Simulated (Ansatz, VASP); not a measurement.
## Te in VASP and in Ansatz

```
Te
1.0
     0.00000    2.52038    2.52038
     2.52038    0.00000    2.52038
     2.52038    2.52038    0.00000
Te
1
Cartesian
  0.0000 0.0000 0.0000
```

Alike in both runs: functional BLYP; k mesh 11 × 11 × 11; occupations fermi-dirac, width 0.1 eV; no spin polarisation.

Ansatz relaxed the structure, and its values are those at the end. VASP's run is a single point on that final structure, the one shown.

|  | VASP | Ansatz |
| --- | --- | --- |
| version | VASP 6.6.1 | Ansatz 0.2.0 |
| potentials or method | VASP PAW PBE potentials, release 64 (Te), cutoff 520 eV | plane waves (420 eV) with PAW, scalar-relativistic |
| valence electrons in the cell | 6 | 16 |

|  | VASP | Ansatz | Ansatz less VASP |
| --- | --- | --- | --- |
| pressure (GPa) | 0.0 | 0.0 | -0.07 |

VASP's potentials were made for PBE, not for BLYP. VASP's potentials hold 6 valence electrons a cell and Ansatz's 16, so a difference there can come from the potentials and not from the codes.

Spin-orbit coupling is off throughout.
